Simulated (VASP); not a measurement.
Ag, 1 atom in the cell. It takes space group I4/mmm (No. 139, tetragonal). Conventional cell: a = 3.576 Å, b = 3.576 Å, c = 3.046 Å, α = 90.00°, β = 90.00°, γ = 90.00°. Ag (site symmetry 4/mmm) has 14 Ag at 2.95 to 3.58 Å within 3.9 Å.  This cell differs from its parent crystal: strain +0.080 along x and y, -0.080 along z.

| Item | Value |
| --- | --- |
| Program | VASP 6.6.1 |
| Task | single point |
| Functional | PBEsol |
| Potentials or basis | VASP PAW PBE potentials, release 64 (Ag) |
| Cutoff | 520 eV |
| k mesh | 20 × 20 × 20 |
| Occupations | gaussian, width 0.15 eV |
| Spin | no spin polarisation |
| Dipole correction | no |
| Further INCAR settings | ALGO = Fast; EDIFF = 1e-06; NBANDS = 12 |

Potentials or basis: VASP PAW PBE potentials, release 64 (Ag).

Launch:

```console
$ cat potpaw_PBE.64/Ag/POTCAR > POTCAR
$ mpirun -np 1 vasp_std > vasp.out
```

Hardware: 1 thread of Intel(R) Xeon(R) 6975P-C (Granite Rapids) (shared host).

**Question.** Estimate the wall time of this run.

**Answer.** Run time: 39 s on 1 thread of Intel(R) Xeon(R) 6975P-C (Granite Rapids) (shared host), peak memory 0.25 GiB. Counts: scf iterations 11, k points 641.
